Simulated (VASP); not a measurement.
# Mg (Im-3m) in VASP: further runs

The runs below take Mg through single point, relaxation of cell and atoms, with LDA.

Everything below comes from runs of VASP 6.6.1. Logs are shortened: lines on timing, memory, paths and dates and some standing lists are left out, and cuts for length are marked.

**1. The cell of the first run**

It takes space group Im-3m (No. 229, cubic). The conventional cell has a = 3.185 Å, b = 3.185 Å, c = 3.185 Å, α = 90.00°, β = 90.00°, γ = 90.00°. Mg (site symmetry m-3m) has 14 Mg at 2.76 to 3.18 Å within 3.6 Å.

**2. Single point, LDA**

Contents of INCAR:

```
SYSTEM = Mg
ALGO     = Normal         ! electronic algorithm
EDIFF    = 1E-6           ! SCF threshold, eV
ENCUT    = 520            ! plane-wave cutoff, eV
GGA      = CA             ! functional
ISIF     = 2              ! what is computed and relaxed
ISMEAR   = 0              ! smearing method
LASPH    = .TRUE.         ! aspherical terms in the spheres
LCHARG   = .FALSE.        ! write CHGCAR
LREAL    = .FALSE.        ! projectors in reciprocal space
LWAVE    = .FALSE.        ! write WAVECAR
NBANDS   = 7              ! bands
NELM     = 60             ! most SCF steps
PREC     = Accurate       ! precision mode
SIGMA    = 0.15           ! smearing width, eV
```

Contents of KPOINTS:

```
k-points
0
G
  11 11 11
  0 0 0
```

Contents of POSCAR:

```
Mg
1.0
   -1.5924608336      1.5924608336      1.5924608336
    1.5924608336     -1.5924608336      1.5924608336
    1.5924608336      1.5924608336     -1.5924608336
Mg
1
Direct
    0.0000000000      0.0000000000      0.0000000000
```

Potentials or basis: VASP PAW LDA potentials, release 64 (Mg).

The run is started by

```sh
$ cat potpaw_LDA.64/Mg/POTCAR > POTCAR
$ mpirun -np 1 vasp_std > vasp.out
```

OUTCAR:

```text
SYSTEM = Mg
   EDIFF = 1E-6
   ENCUT = 520
   GGA = CA
   ISIF = 2
   ISMEAR = 0
   LASPH = .TRUE.
   LREAL = .FALSE.
   NELM = 60
   PREC = Accurate

 ion  position               nearest neighbor table
   1  0.000  0.000  0.000-

  LATTYP: Found a body centered cubic cell.
 ALAT       =     3.1849216672

  Lattice vectors:

 A1 = (  -1.5924608336,   1.5924608336,   1.5924608336)
 A2 = (   1.5924608336,  -1.5924608336,   1.5924608336)
 A3 = (   1.5924608336,   1.5924608336,  -1.5924608336)

Analysis of symmetry for initial positions (statically):
=====================================================================
 Subroutine PRICEL returns:
 Original cell was already a primitive cell.

 Routine SETGRP: Setting up the symmetry group for a
 body centered cubic supercell.

 Subroutine GETGRP returns: Found 48 space group operations
 (whereof 48 operations were pure point group operations)
 out of a pool of 48 trial point group operations.

The static configuration has the point symmetry O_h .

Analysis of symmetry for dynamics (positions and initial velocities):
=====================================================================
 Subroutine PRICEL returns:
 Original cell was already a primitive cell.

 Routine SETGRP: Setting up the symmetry group for a
 body centered cubic supercell.

 Subroutine GETGRP returns: Found 48 space group operations
 (whereof 48 operations were pure point group operations)
 out of a pool of 48 trial point group operations.

The dynamic configuration has the point symmetry O_h .

 Subroutine INISYM returns: Found 48 space group operations
 (whereof 48 operations are pure point group operations),
 and found     1 'primitive' translations

----------------------------------------------------------------------------------------

                                     Primitive cell

  volume of cell :      16.1535

  direct lattice vectors                    reciprocal lattice vectors
    -1.592460834  1.592460834  1.592460834     0.000000000  0.313979465  0.313979465
     1.592460834 -1.592460834  1.592460834     0.313979465  0.000000000  0.313979465
     1.592460834  1.592460834 -1.592460834     0.313979465  0.313979465  0.000000000

  length of vectors
     2.758223073  2.758223073  2.758223073     0.444034017  0.444034017  0.444034017

  position of ions in fractional coordinates (direct lattice)
     0.000000000  0.000000000  0.000000000

  ion indices of the primitive-cell ions
[... 75 lines left out ...]
   LREAL  =      F    real-space projection
   EDIFFG = 0.1E-04   stopping-criterion for IOM
   NSW    =      0    number of steps for IOM
   IBRION =     -1    ionic relax: 0-MD 1-quasi-New 2-CG
   NFREE  =      0    steps in history (QN), initial steepest desc. (CG)
   ISIF   =      2    stress and relaxation
   ISYM   =      2    0-nonsym 1-usesym 2-fastsym
   POTIM  = 0.5000    time-step for ionic-motion
   TEBEG  =    0.0;   TEEND  =   0.0 temperature during run
   PSTRESS=    0.0 pullay stress
   NELECT =       2.0000    total number of electrons
   NUPDOWN=      -1.0000    fix difference up-down
   EMIN   =  10.00;   EMAX   =-10.00  energy-range for DOS
   EFERMI =   0.00;   METHOD = LEGACY
   ISMEAR =     0;   SIGMA  =   0.15  broadening in eV -4-tet -1-fermi 0-gaus
   EFERMI_NEDOS =   21; number of points for ismear=-14 and -15
   IALGO  =     38    algorithm
   IMIX   =      4    mixing-type and parameters
     AMIX     =   0.40;   BMIX     =  1.00
     AMIX_MAG =   1.60;   BMIX_MAG =  1.00
  volume/ion in A,a.u.               =      16.15       109.01
  Fermi-wavevector in a.u.,A,eV,Ry     =   0.815948  1.541919  9.058377  0.665772
  Thomas-Fermi vector in A             =   1.926129
   LORBIT       =      0    0 simple, 1 ext, 2 COOP (PROOUT), +10 PAW based schemes
   GGA     = CA    functional components
   LHFCALC =     F    Hartree Fock is set to
   AEXX    =    0.0000 exact exchange contribution
   IVDW    =     0    specifies the selected vdW correction
   LEPSILON=     F    determine dielectric tensor
   LRPA    =     F    only Hartree local field effects (RPA)
 non-spin polarized calculation
 Gauss-broadening in eV      SIGMA  =   0.15
  energy-cutoff  :      520.00
  volume of cell :       16.15
 maximum number of plane-waves:       446
 NGX is ok and might be reduce to    24
   NGX = 11   NGY = 11   NGZ = 11

 number of electron       2.0000000 magnetization

 Free energy of the ion-electron system (eV)
  ---------------------------------------------------
  ext. energy  EPLUGINS =         0.00000000
  ---------------------------------------------------
  free energy    TOTEN  =        -1.53355570 eV

  energy without entropy =       -1.53029900  energy(sigma->0) =       -1.53192735

 E-fermi :   4.7062     XC(G=0):  -9.8924

 val. band max:        4.6916047149   @ k =   0.3636   0.1818   0.0909
 cond. band min:       4.7905483544   @ k =  -0.4545   0.4545   0.0909
 fundamental gap:      0.0989436395
 Fermi energy:         4.7062059463

 k-point     1 :       0.0000    0.0000    0.0000
  band No.  band energies     occupation
      1      -3.9778      2.00000
      2      20.0524      0.00000
      3      20.0524      0.00000
      4      20.0524      0.00000
      5      22.5768      0.00000
      6      22.5768      0.00000
      7      24.2607      0.00000
[... 221 lines left out ...]
 k-point    24 :       0.3636    0.1818    0.0909
  band No.  band energies     occupation
      1       3.6294      2.00000
      2       4.6916      1.10949
      3       9.0958      0.00000
      4      12.7677      0.00000
      5      23.6516      0.00000
      6      25.7369      0.00000
      7      27.3809      0.00000

 [... further k-points ...]

------------------------ aborting loop because EDIFF is reached ----------------------------------------

  FORCE on cell =-STRESS in cart. coord.  units (eV):
  Direction    XX          YY          ZZ          XY          YZ          ZX
  --------------------------------------------------------------------------------------
  -------------------------------------------------------------------------------------
  Total        1.9943789      1.9943789      1.9943789      0.0000000      0.0000000     -0.0000000
  in kB      197.8117072    197.8117072    197.8117072      0.0000000      0.0000000     -0.0000000
  external PRESSURE =     197.8117072 kB  Pullay stress =       0.0000000 kB

 VOLUME and BASIS-vectors are now :
 -----------------------------------------------------------------------------
  energy-cutoff  :      520.00
  volume of cell :       16.15
      direct lattice vectors                 reciprocal lattice vectors
    -1.592460834  1.592460834  1.592460834     0.000000000  0.313979465  0.313979465
     1.592460834 -1.592460834  1.592460834     0.313979465  0.000000000  0.313979465
     1.592460834  1.592460834 -1.592460834     0.313979465  0.313979465  0.000000000

 POSITION                                       TOTAL-FORCE (eV/Angst)
 -----------------------------------------------------------------------------------
      0.00000      0.00000      0.00000         0.000000      0.000000      0.000000
 -----------------------------------------------------------------------------------
    total drift:                                0.000000      0.000000      0.000000

  FREE ENERGIE OF THE ION-ELECTRON SYSTEM (eV)
  ---------------------------------------------------
  free  energy   TOTEN  =        -1.5335557036 eV

  energy  without entropy=       -1.5302990006  energy(sigma->0) =       -1.53192735
```

Wall time 4.4 s (1 thread of Intel Xeon Platinum 8559C (Emerald Rapids), shared host); peak memory 0.12 GiB.

Results:

```yaml
Free_energy: -1.5336 eV
Pressure: 19.8 GPa
Band_gap_on_the_k_mesh: zero (band 1 reaches 7.16 eV, above the bottom of band 2 at 3.87 eV)
```

**3. Single point, LDA**

This run uses another cell than the first one, of 21.50 Å³/atom, 1.331 times its volume.

Contents of INCAR:

```
ALGO     = Normal         # electronic algorithm
EDIFF    = 1E-6           # SCF threshold, eV
ENCUT    = 520            # plane-wave cutoff, eV
ISIF     = 2              # what is computed and relaxed
ISMEAR   = 0              # smearing method
LASPH    = True           # aspherical terms in the spheres
LCHARG   = True           # write CHGCAR
LELF     = True           # ELF
LREAL    = False          # projectors in reciprocal space
LVHAR    = True         
LWAVE    = False          # write WAVECAR
NBANDS   = 7              # bands
NELM     = 60             # most SCF steps
PREC     = Accurate       # precision mode
SIGMA    = 0.15           # smearing width, eV
```

Contents of KPOINTS:

```
k-points
0
Gamma
  11 11 11
```

Contents of POSCAR:

```
Mg
1.0
   -1.7518087870      1.7518087870      1.7518087870
    1.7518087870     -1.7518087870      1.7518087870
    1.7518087870      1.7518087870     -1.7518087870
Mg
1
Direct
    0.0000000000      0.0000000000      0.0000000000
```

Potentials or basis: VASP PAW LDA potentials, release 64 (Mg).

The run is started by

```sh
$ cat potpaw_LDA.64/Mg/POTCAR > POTCAR
$ mpirun -np 1 vasp_std > vasp.out
```

OUTCAR:

```text
EDIFF = 1E-6
   ENCUT = 520
   ISIF = 2
   ISMEAR = 0
   LASPH = True
   LREAL = False
   NELM = 60
   PREC = Accurate

 ion  position               nearest neighbor table
   1  0.000  0.000  0.000-

  LATTYP: Found a body centered cubic cell.
 ALAT       =     3.5036175740

  Lattice vectors:

 A1 = (  -1.7518087870,   1.7518087870,   1.7518087870)
 A2 = (   1.7518087870,  -1.7518087870,   1.7518087870)
 A3 = (   1.7518087870,   1.7518087870,  -1.7518087870)

Analysis of symmetry for initial positions (statically):
=====================================================================
 Subroutine PRICEL returns:
 Original cell was already a primitive cell.

 Routine SETGRP: Setting up the symmetry group for a
 body centered cubic supercell.

 Subroutine GETGRP returns: Found 48 space group operations
 (whereof 48 operations were pure point group operations)
 out of a pool of 48 trial point group operations.

The static configuration has the point symmetry O_h .

Analysis of symmetry for dynamics (positions and initial velocities):
[... 158 lines left out ...]

 val. band max:        2.7972074508   @ k =   0.3636   0.1818   0.0909
 cond. band min:       2.9240925251   @ k =  -0.4545   0.4545   0.0909
 fundamental gap:      0.1268850743
 Fermi energy:         2.8349224313

 k-point     1 :       0.0000    0.0000    0.0000
  band No.  band energies     occupation
      1      -4.3848      2.00000
      2      16.1990      0.00000
      3      16.1990      0.00000
      4      16.1990      0.00000
      5      18.3626      0.00000
      6      18.3626      0.00000
      7      18.5480      0.00000
[... 221 lines left out ...]
 k-point    24 :       0.3636    0.1818    0.0909
  band No.  band energies     occupation
      1       2.1507      2.00000
      2       2.7972      1.27785
      3       6.6630      0.00000
      4       9.0690      0.00000
      5      18.8572      0.00000
      6      20.4720      0.00000
      7      22.2024      0.00000

 [... further k-points ...]

------------------------ aborting loop because EDIFF is reached ----------------------------------------

  FORCE on cell =-STRESS in cart. coord.  units (eV):
  Direction    XX          YY          ZZ          XY          YZ          ZX
  --------------------------------------------------------------------------------------
  -------------------------------------------------------------------------------------
  Total       -0.0433483     -0.0433483     -0.0433483     -0.0000000     -0.0000000     -0.0000000
  in kB       -3.2296993     -3.2296993     -3.2296993     -0.0000000     -0.0000000     -0.0000000
  external PRESSURE =      -3.2296993 kB  Pullay stress =       0.0000000 kB

 VOLUME and BASIS-vectors are now :
 -----------------------------------------------------------------------------
  energy-cutoff  :      520.00
  volume of cell :       21.50
      direct lattice vectors                 reciprocal lattice vectors
    -1.751808787  1.751808787  1.751808787     0.000000000  0.285419278  0.285419278
     1.751808787 -1.751808787  1.751808787     0.285419278  0.000000000  0.285419278
     1.751808787  1.751808787 -1.751808787     0.285419278  0.285419278  0.000000000

 POSITION                                       TOTAL-FORCE (eV/Angst)
 -----------------------------------------------------------------------------------
      0.00000      0.00000      0.00000         0.000000     -0.000000      0.000000
 -----------------------------------------------------------------------------------
    total drift:                                0.000000      0.000000      0.000000

  FREE ENERGIE OF THE ION-ELECTRON SYSTEM (eV)
  ---------------------------------------------------
  free  energy   TOTEN  =        -1.7874091780 eV

  energy  without entropy=       -1.7841575328  energy(sigma->0) =       -1.78578336
```

It took 4.5 s on 1 thread of Intel Xeon Platinum 8559C (Emerald Rapids), shared host; peak memory 0.13 GiB.

What came out:

| Item | Value |
| --- | --- |
| Free energy | -1.7874 eV |
| Pressure | -0.3 GPa |
| Band gap on the k mesh | zero (band 1 reaches 5.16 eV, above the bottom of band 2 at 2.05 eV) |

**4. Relaxation of cell and atoms, LDA**

This run uses another cell than the first one, of 12.88 Å³/atom, 0.797 times its volume.

Contents of INCAR:

```
SYSTEM = Mg
PREC     = Accurate       ! precision mode
ENCUT    = 600            ! plane-wave cutoff, eV
EDIFF    = 1E-6           ! SCF threshold, eV
ISMEAR   = 0              ! smearing method
SIGMA    = 0.15           ! smearing width, eV
LREAL    = .False.        ! projectors in reciprocal space
LASPH    = .True.         ! aspherical terms in the spheres
NELM     = 80             ! most SCF steps
ALGO     = Normal         ! electronic algorithm
ISIF     = 3              ! what is computed and relaxed
LWAVE    = .False.        ! write WAVECAR
LCHARG   = .False.        ! write CHGCAR
GGA      = CA             ! functional
IBRION   = 2              ! ionic algorithm
NSW      = 80             ! ionic steps
EDIFFG   = -0.01          ! ionic threshold
```

Contents of KPOINTS:

```
regular mesh
0
Gamma
  11 11 11
  0 0 0
```

Contents of POSCAR:

```
Mg
1.0
   -1.4765000000      1.4765000000      1.4765000000
    1.4765000000     -1.4765000000      1.4765000000
    1.4765000000      1.4765000000     -1.4765000000
Mg
1
Direct
    0.0000000000      0.0000000000      0.0000000000
```

The run is started by

```sh
$ cat potpaw_LDA.64/Mg/POTCAR > POTCAR
$ mpirun -np 1 vasp_std > vasp.out
```

Wall time 11 s (1 thread of Intel Xeon Platinum 8559C (Emerald Rapids), shared host); peak memory 0.11 GiB.

It converged, with:

* Free energy: -1.7875 eV
* Relaxed volume: 21.35 Å³/atom
* Relaxed cell: a = 3.027 Å, b = 3.027 Å, c = 3.027 Å, α = 109.47°, β = 109.47°, γ = 109.47°
* Space group after relaxing (to 0.05 Å): Im-3m (No. 229)
* Energy gained by relaxing: 972.5 meV/atom
* Ionic steps: 20
* Pressure after relaxing: 0.0 GPa
* Band gap on the k mesh: zero (band 1 reaches 5.20 eV, above the bottom of band 2 at 2.09 eV)

The path:
```csv
step,energy change (eV),largest force (eV/Å),pressure (GPa),volume (Å³)
1,0.0000,0.0000,55.95,12.88
2,-0.9544,0.0000,-2.89,23.20
3,-0.9712,0.0000,0.94,20.87
4,-0.9725,0.0000,-0.09,21.38
5,-0.9724,0.0000,0.29,21.18
6,-0.9724,0.0000,0.29,21.18
7,-0.9724,0.0000,0.28,21.19
8,-0.9724,0.0000,0.28,21.19
9,-0.9724,0.0000,0.28,21.19
10,-0.9724,0.0000,0.28,21.19
11,-0.9724,0.0000,0.28,21.19
12,-0.9724,0.0000,0.28,21.19
13,-0.9724,0.0000,0.28,21.19
14,-0.9724,0.0000,0.28,21.19
15,-0.9724,0.0000,0.27,21.19
16,-0.9724,0.0000,0.26,21.20
17,-0.9724,0.0000,0.24,21.21
18,-0.9724,0.0000,0.20,21.23
19,-0.9725,0.0000,0.12,21.27
20,-0.9725,0.0000,-0.04,21.35
```

Final structure:
```
Mg
1.0
    -1.74775    1.74775    1.74775
     1.74775   -1.74775    1.74775
     1.74775    1.74775   -1.74775
Mg
1
Cartesian
  0.0000 3.4955 0.0000
```

Levels at points of the mesh, in eV from the Fermi level:
| k point | band 1 | band 2 | band 3 | band 4 | band 5 |
| --- | --- | --- | --- | --- | --- |
| (0.00, 0.00, 0.00) | -7.25 | 13.41 | 13.41 | 13.41 | 15.58 |

Caveat: the volume moved by over 15 % at a fixed basis, so the end points are rough; the volume moved by +66 % from the deposited cell, more than functionals usually miss.

**5. The runs side by side**

| task | cell | cutoff (eV) | gap on the mesh (eV) | pressure (GPa) |
| --- | --- | --- | --- | --- |
| single point | a = 2.758 Å, angles 109.5°, 1 atom | 520 | none | 19.8 |
| single point | a = 3.034 Å, angles 109.5°, 1 atom | 520 | none | -0.3 |
| relaxation of cell and atoms | relaxed from a = 2.557 Å, angles 109.5°, 1 atom | 600 | none | 0.0 |

Alike in all rows: level LDA; potentials or basis VASP PAW LDA potentials, release 64 (Mg); no spin polarisation; k mesh 11 × 11 × 11; smearing gaussian 0.15 eV.

Caveats: the volume moved by over 15 % at a fixed basis, so the end points are rough (some runs); the volume moved by +66 % from the deposited cell, more than functionals usually miss (some runs).

Total energies depend on the potentials used, so only differences within one code and one set of settings carry meaning.
